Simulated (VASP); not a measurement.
# SbPd6S (R-3m) in VASP: single point with PBE

Aim: the single point of SbPd6S with PBE.

Program: VASP 6.6.1. These are calculated values, not measurements. Logs are shortened: lines on timing, memory, paths and dates and some standing lists are left out, and cuts for length are marked.

## 1. The cell of the first run

The structure is trigonal, space group R-3m (No. 166). Conventional cell: a = 4.530 Å, b = 4.530 Å, c = 21.752 Å, α = 90.00°, β = 90.00°, γ = 120.00°. Within 3.7 Å of Sb (site symmetry -3m) lie 14 Pd at 2.82 to 3.14 Å. Pd (site symmetry 3m) has 8 Pd at 2.70 to 2.83 Å and 3 Sb at 3.14 Å and 3 S at 3.23 Å within 3.6 Å. Within 3.6 Å of Pd (site symmetry 3m) lie 10 Pd at 2.70 to 3.16 Å and 3 S at 2.74 Å and 1 Sb at 2.82 Å. Pd (site symmetry 3m) has 1 S at 2.58 Å and 10 Pd at 2.70 to 3.34 Å and 3 Sb at 2.82 Å within 3.4 Å. S (site symmetry -3m) has 14 Pd at 2.58 to 3.23 Å within 3.4 Å.

## 2. Single point, PBE

Contents of INCAR:

```
SYSTEM = SbPd6S
PREC = Accurate
ENCUT = 520
EDIFF = 1E-7
ISMEAR = -1
SIGMA = 0.05
LREAL = .FALSE.
LASPH = .TRUE.
NELM = 100
ALGO = Normal
ISIF = 2
LWAVE = .FALSE.
LCHARG = .FALSE.
GGA = PE
NBANDS = 46
```

Contents of KPOINTS:

```
Automatic mesh
0
G
  7 7 7
  0 0 0
```

Contents of POSCAR:

```
SbPd6S
1.0
    2.2648899113      1.3076348000      7.2507861790
   -2.2648899113      1.3076348000      7.2507861790
    0.0000000000     -2.6152695999      7.2507861790
Sb Pd S
1 6 1
Direct
    0.5000000000      0.5000000000      0.5000000000
    0.7537570000      0.7537570000      0.7537570000
    0.2462430000      0.2462430000      0.2462430000
    0.3705000000      0.3705000000      0.3705000000
    0.8812590000      0.8812590000      0.8812590000
    0.1187410000      0.1187410000      0.1187410000
    0.6295000000      0.6295000000      0.6295000000
    0.0000000000      0.0000000000      0.0000000000
```

Potentials or basis: VASP PAW PBE potentials, release 64 (Sb, Pd, S).

The run is started by

```
> cat potpaw_PBE.64/Sb/POTCAR potpaw_PBE.64/Pd/POTCAR potpaw_PBE.64/S/POTCAR > POTCAR
> mpirun -np 1 vasp_std > vasp.out
```

OUTCAR:

```text
SYSTEM = SbPd6S
   PREC = Accurate
   ENCUT = 520
   EDIFF = 1E-7
   ISMEAR = -1
   LREAL = .FALSE.
   LASPH = .TRUE.
   NELM = 100
   ISIF = 2
   GGA = PE

 ion  position               nearest neighbor table
   1  0.500  0.500  0.500-   6 2.82   5 2.82   6 2.82   6 2.82   5 2.82   5 2.82   7 2.82   4 2.82
                             2 3.14   3 3.14   2 3.14   3 3.14   2 3.14   3 3.14
   2  0.754  0.754  0.754-   7 2.70   6 2.70   6 2.70   6 2.70   5 2.77   4 2.83   4 2.83   4 2.83
                             1 3.14   1 3.14   1 3.14
   3  0.246  0.246  0.246-   4 2.70   5 2.70   5 2.70   5 2.70   6 2.77   7 2.83   7 2.83   7 2.83
                             1 3.14   1 3.14   1 3.14
   4  0.370  0.370  0.370-   3 2.70   8 2.74   8 2.74   8 2.74   1 2.82   2 2.83   2 2.83   2 2.83
                             7 3.07   7 3.07   7 3.07   6 3.16   6 3.16   6 3.16
   5  0.881  0.881  0.881-   8 2.58   3 2.70   3 2.70   3 2.70   2 2.77   1 2.82   1 2.82   1 2.82
                             7 3.16   7 3.16   7 3.16   6 3.34   6 3.34   6 3.34
   6  0.119  0.119  0.119-   8 2.58   2 2.70   2 2.70   2 2.70   3 2.77   1 2.82   1 2.82   1 2.82
                             4 3.16   4 3.16   4 3.16   5 3.34   5 3.34   5 3.34
   7  0.630  0.630  0.630-   2 2.70   8 2.74   8 2.74   8 2.74   1 2.82   3 2.83   3 2.83   3 2.83
                             4 3.07   4 3.07   4 3.07   5 3.16   5 3.16   5 3.16
   8  0.000  0.000  0.000-   5 2.58   6 2.58   7 2.74   4 2.74   7 2.74   7 2.74   4 2.74   4 2.74

  LATTYP: Found a trigonal (rhomboedric) cell.
 ALAT       =     7.7080175982
 COS(alpha) =     0.8273212902

  Lattice vectors:

 A1 = (   2.2648899113,   1.3076348000,   7.2507861790)
 A2 = (  -2.2648899113,   1.3076348000,   7.2507861790)
 A3 = (   0.0000000000,  -2.6152695999,   7.2507861790)

Analysis of symmetry for initial positions (statically):
=====================================================================
 Subroutine PRICEL returns:
 Original cell was already a primitive cell.

 Routine SETGRP: Setting up the symmetry group for a
 trigonal (rhombohedral) supercell.

 Subroutine GETGRP returns: Found 12 space group operations
 (whereof 12 operations were pure point group operations)
 out of a pool of 12 trial point group operations.

The static configuration has the point symmetry D_3d.

Analysis of symmetry for dynamics (positions and initial velocities):
=====================================================================
 Subroutine PRICEL returns:
 Original cell was already a primitive cell.

 Routine SETGRP: Setting up the symmetry group for a
 trigonal (rhombohedral) supercell.

 Subroutine GETGRP returns: Found 12 space group operations
 (whereof 12 operations were pure point group operations)
 out of a pool of 12 trial point group operations.

The dynamic configuration has the point symmetry D_3d.

 Subroutine INISYM returns: Found 12 space group operations
 (whereof 12 operations are pure point group operations),
 and found     1 'primitive' translations

----------------------------------------------------------------------------------------

                                     Primitive cell

  volume of cell :     128.8457

  direct lattice vectors                    reciprocal lattice vectors
     2.264889911  1.307634800  7.250786179     0.220761282  0.127456585  0.045972026
    -2.264889911  1.307634800  7.250786179    -0.220761282  0.127456585  0.045972026
     0.000000000 -2.615269600  7.250786179     0.000000000 -0.254913171  0.045972026

  length of vectors
     7.708017598  7.708017598  7.708017598     0.259025389  0.259025389  0.259025389

  position of ions in fractional coordinates (direct lattice)
     0.500000000  0.500000000  0.500000000
     0.753757000  0.753757000  0.753757000
     0.246243000  0.246243000  0.246243000
     0.370500000  0.370500000  0.370500000
     0.881259000  0.881259000  0.881259000
     0.118741000  0.118741000  0.118741000
     0.629500000  0.629500000  0.629500000
     0.000000000  0.000000000  0.000000000

  ion indices of the primitive-cell ions
   primitive index   ion index
                 1           1
                 2           2
                 3           3
                 4           4
                 5           5
                 6           6
                 7           7
                 8           8

----------------------------------------------------------------------------------------

 KPOINTS: Automatic mesh

Automatic generation of k-mesh.
 Grid dimensions read from file:
 generate k-points for:    7    7    7

 Generating k-lattice:

  Cartesian coordinates                     Fractional coordinates (reciprocal lattice)
     0.031537326  0.018208084  0.006567432     0.142857143 -0.000000000  0.000000000
    -0.031537326  0.018208084  0.006567432    -0.000000000  0.142857143  0.000000000
     0.000000000 -0.036416167  0.006567432     0.000000000  0.000000000  0.142857143

  Length of vectors
     0.037003627  0.037003627  0.037003627

  Shift w.r.t. Gamma in fractional coordinates (k-lattice)
     0.000000000  0.000000000  0.000000000

 Subroutine IBZKPT returns following result:
 ===========================================

 Found     44 irreducible k-points:

 Following reciprocal coordinates:
            Coordinates               Weight
  0.000000  0.000000  0.000000      1.000000
  0.142857 -0.000000  0.000000      6.000000
  0.285714 -0.000000  0.000000      6.000000
  0.428571  0.000000  0.000000      6.000000
  0.142857  0.142857  0.000000      6.000000
  0.285714  0.142857  0.000000     12.000000
[... 16 lines left out ...]
  0.285714  0.285714  0.142857      6.000000
  0.428571  0.285714  0.142857     12.000000
 [... further k-points ...]
   k-points           NKPTS =     44   k-points in BZ     NKDIM =     44   number of bands    NBANDS=     46
   number of dos      NEDOS =    301   number of ions     NIONS =      8
   total plane-waves  NPLWV = 216000
   dimension x,y,z NGX =    60 NGY =   60 NGZ =   60
   dimension x,y,z NGXF=   120 NGYF=  120 NGZF=  120
   ions per type =               1   6   1
   NGX,Y,Z   is equivalent  to a cutoff of  12.94, 12.94, 12.94 a.u.
   NGXF,Y,Z  is equivalent  to a cutoff of  25.88, 25.88, 25.88 a.u.
 SYSTEM =  SbPd6S
   PREC   = accura    normal or accurate (medium, high low for compatibility)
   ISTART =      0    job   : 0-new  1-cont  2-samecut
   ICHARG =      2    charge: 1-file 2-atom 10-const
   ISPIN  =      1    spin polarized calculation?
   LNONCOLLINEAR =      F non collinear calculations
   LSORBIT =      F    spin-orbit coupling
   LASPH  =      T    aspherical Exc in radial PAW
   ENCUT  =  520.0 eV  38.22 Ry    6.18 a.u.  14.33 14.33 14.33*2*pi/ulx,y,z
   NELM   =    100;   NELMIN=  2; NELMDL= -5     # of ELM steps
   EDIFF  = 0.1E-06   stopping-criterion for ELM
   LREAL  =      F    real-space projection
   EDIFFG = 0.1E-05   stopping-criterion for IOM
   NSW    =      0    number of steps for IOM
   IBRION =     -1    ionic relax: 0-MD 1-quasi-New 2-CG
   NFREE  =      0    steps in history (QN), initial steepest desc. (CG)
   ISIF   =      2    stress and relaxation
   ISYM   =      2    0-nonsym 1-usesym 2-fastsym
   POTIM  = 0.5000    time-step for ionic-motion
   TEBEG  =    0.0;   TEEND  =   0.0 temperature during run
   PSTRESS=    0.0 pullay stress
   NELECT =      71.0000    total number of electrons
   NUPDOWN=      -1.0000    fix difference up-down
   EMIN   =  10.00;   EMAX   =-10.00  energy-range for DOS
   EFERMI =   0.00;   METHOD = LEGACY
   ISMEAR =    -1;   SIGMA  =   0.05  broadening in eV -4-tet -1-fermi 0-gaus
   EFERMI_NEDOS =   21; number of points for ismear=-14 and -15
   IALGO  =     38    algorithm
   IMIX   =      4    mixing-type and parameters
     AMIX     =   0.40;   BMIX     =  1.00
     AMIX_MAG =   1.60;   BMIX_MAG =  1.00
  volume/ion in A,a.u.               =      16.11       108.69
  Fermi-wavevector in a.u.,A,eV,Ry     =   1.342160  2.536315 24.509448  1.801394
  Thomas-Fermi vector in A             =   2.470336
   LORBIT       =      0    0 simple, 1 ext, 2 COOP (PROOUT), +10 PAW based schemes
   GGA     = PE    functional components
   LHFCALC =     F    Hartree Fock is set to
   AEXX    =    0.0000 exact exchange contribution
   IVDW    =     0    specifies the selected vdW correction
   LEPSILON=     F    determine dielectric tensor
   LRPA    =     F    only Hartree local field effects (RPA)
 non-spin polarized calculation
  energy-cutoff  :      520.00
  volume of cell :      128.85
 maximum number of plane-waves:      3513
 NGX is ok and might be reduce to    60
   NGX = 29   NGY = 29   NGZ = 29

 number of electron      71.0000003 magnetization

 Free energy of the ion-electron system (eV)
  ---------------------------------------------------
  ext. energy  EPLUGINS =         0.00000000
  ---------------------------------------------------
  free energy    TOTEN  =       -40.74034522 eV

  energy without entropy =      -40.70168085  energy(sigma->0) =      -40.72101304

 E-fermi :   9.6860     XC(G=0): -12.4387

 val. band max:        9.6696510682   @ k =   0.2857   0.1429   0.0000
 cond. band min:       9.6906623294   @ k =  -0.2857   0.1429  -0.0000
 fundamental gap:      0.0210112612
 Fermi energy:         9.6860196225

 k-point     1 :       0.0000    0.0000    0.0000
  band No.  band energies     occupation
      1      -4.0874      2.00000
      2      -1.1390      2.00000
      3       3.3776      2.00000
      4       4.2582      2.00000
      5       4.2582      2.00000
      6       4.3932      2.00000
[... 38 lines left out ...]
     45      15.3091      0.00000
     46      15.5412      0.00000

 k-point     2 :       0.1429   -0.0000    0.0000
  band No.  band energies     occupation
      1      -4.0427      2.00000
      2      -1.0419      2.00000
      3       3.5277      2.00000
      4       4.0442      2.00000
      5       4.3303      2.00000
      6       4.4032      2.00000
[... 38 lines left out ...]
     45      15.3858      0.00000
     46      16.0039      0.00000

 k-point     3 :       0.2857   -0.0000    0.0000
  band No.  band energies     occupation
      1      -3.9425      2.00000
      2      -0.7944      2.00000
      3       3.6106      2.00000
      4       3.8741      2.00000
      5       4.2758      2.00000
      6       4.5144      2.00000
[... 38 lines left out ...]
     45      15.9441      0.00000
     46      16.3613      0.00000

 k-point     4 :       0.4286    0.0000    0.0000
  band No.  band energies     occupation
      1      -3.8626      2.00000
      2      -0.5595      2.00000
      3       3.4819      2.00000
      4       3.8630      2.00000
      5       4.1500      2.00000
      6       4.6943      2.00000
[... 920 lines left out ...]
     45      16.0281      0.00000
     46      16.3663      0.00000

 k-point    23 :       0.2857    0.2857    0.1429
  band No.  band energies     occupation
      1      -4.0332      2.00000
      2      -1.0634      2.00000
      3       3.5107      2.00000
      4       3.9870      2.00000
      5       4.2432      2.00000
      6       4.4389      2.00000
[... 38 lines left out ...]
     45      15.5149      0.00000
     46      15.6070      0.00000

 k-point    24 :       0.4286    0.2857    0.1429
  band No.  band energies     occupation
      1      -3.9624      2.00000
      2      -0.8788      2.00000
      3       3.5537      2.00000
      4       3.6097      2.00000
      5       4.4247      2.00000
      6       4.6765      2.00000
[... 38 lines left out ...]
     45      15.1105      0.00000
     46      16.2362      0.00000

 [... further k-points ...]

------------------------ aborting loop because EDIFF is reached ----------------------------------------

  FORCE on cell =-STRESS in cart. coord.  units (eV):
  Direction    XX          YY          ZZ          XY          YZ          ZX
  --------------------------------------------------------------------------------------
  -------------------------------------------------------------------------------------
  Total       -0.9650470     -0.9650470     -0.8555868      0.0000000     -0.0000000      0.0000000
  in kB      -12.0002185    -12.0002185    -10.6390963      0.0000000     -0.0000000      0.0000000
  external PRESSURE =     -11.5465111 kB  Pullay stress =       0.0000000 kB

 VOLUME and BASIS-vectors are now :
 -----------------------------------------------------------------------------
  energy-cutoff  :      520.00
  volume of cell :      128.85
      direct lattice vectors                 reciprocal lattice vectors
     2.264889911  1.307634800  7.250786179     0.220761282  0.127456585  0.045972026
    -2.264889911  1.307634800  7.250786179    -0.220761282  0.127456585  0.045972026
     0.000000000 -2.615269600  7.250786179     0.000000000 -0.254913171  0.045972026

 POSITION                                       TOTAL-FORCE (eV/Angst)
 -----------------------------------------------------------------------------------
      0.00000      0.00000     10.87618         0.000000      0.000000     -0.000000
      0.00000      0.00000     16.39599         0.000000      0.000000      0.196585
      0.00000      0.00000      5.35637         0.000000     -0.000000     -0.196585
      0.00000      0.00000      8.05925         0.000000      0.000000      0.012622
      0.00000      0.00000     19.16946         0.000000      0.000000      0.076530
      0.00000      0.00000      2.58290         0.000000     -0.000000     -0.076530
      0.00000      0.00000     13.69311         0.000000     -0.000000     -0.012622
      0.00000      0.00000      0.00000         0.000000      0.000000     -0.000000
 -----------------------------------------------------------------------------------
    total drift:                               -0.000000     -0.000000      0.000000

  FREE ENERGIE OF THE ION-ELECTRON SYSTEM (eV)
  ---------------------------------------------------
  free  energy   TOTEN  =       -40.7403452244 eV

  energy  without entropy=      -40.7016808477  energy(sigma->0) =      -40.72101304
```

Run time: 6.4 min. Hardware: 1 thread of Intel Xeon Platinum 8488C (Sapphire Rapids), shared host; peak memory 0.58 GiB.

What came out:

```yaml
Free_energy: -40.7403 eV
Pressure: -1.2 GPa
Largest_force: 0.197 eV/Å
```

Forces on the atoms (eV/Å):
```
Sb   0.000  0.000  0.000
Pd   0.000  0.000  0.197
Pd   0.000  0.000 -0.197
Pd   0.000  0.000  0.013
Pd   0.000  0.000  0.077
Pd   0.000  0.000 -0.077
Pd   0.000  0.000 -0.013
S    0.000  0.000  0.000
```

Levels at points of the mesh, in eV from the Fermi level:
| k point | band 33 | band 34 | band 35 | band 36 | band 37 | band 38 | band 39 | band 40 |
| --- | --- | --- | --- | --- | --- | --- | --- | --- |
| (0.00, 0.00, 0.00) | -0.83 | -0.83 | 0.45 | 0.45 | 1.11 | 1.27 | 2.54 | 2.54 |

Caveat: spin-orbit coupling is left out, which moves the levels of the heavy elements.
